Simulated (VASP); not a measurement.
Here is a VASP 6.6.1 calculation.

Contents of INCAR:

```
SYSTEM = Y
  ALGO = Normal
  EDIFF = 1E-7
  ENCUT = 520
  GGA = PE
  ISIF = 2
  ISMEAR = -1
  LASPH = .TRUE.
  LCHARG = .FALSE.
  LREAL = .FALSE.
  LWAVE = .FALSE.
  NBANDS = 12
  NELM = 60
  PREC = Accurate
  SIGMA = 0.03
```

KPOINTS

```
k-points
0
G
  14 14 14
  0 0 0
```

POSCAR

```
Y
1.0
    0.0000000000      2.4347030121      2.4347030121
    2.4347030121      0.0000000000      2.4347030121
    2.4347030121      2.4347030121      0.0000000000
Y
1
Direct
    0.0000000000      0.0000000000      0.0000000000
```

Potentials or basis: VASP PAW PBE potentials, release 64 (Y_sv).

Launch:

```sh
$ cat potpaw_PBE.64/Y_sv/POTCAR > POTCAR
$ mpirun -np 1 vasp_std > vasp.out
```

(1) What does it give for the pressure?

Answers

(1) 5.3 GPa.
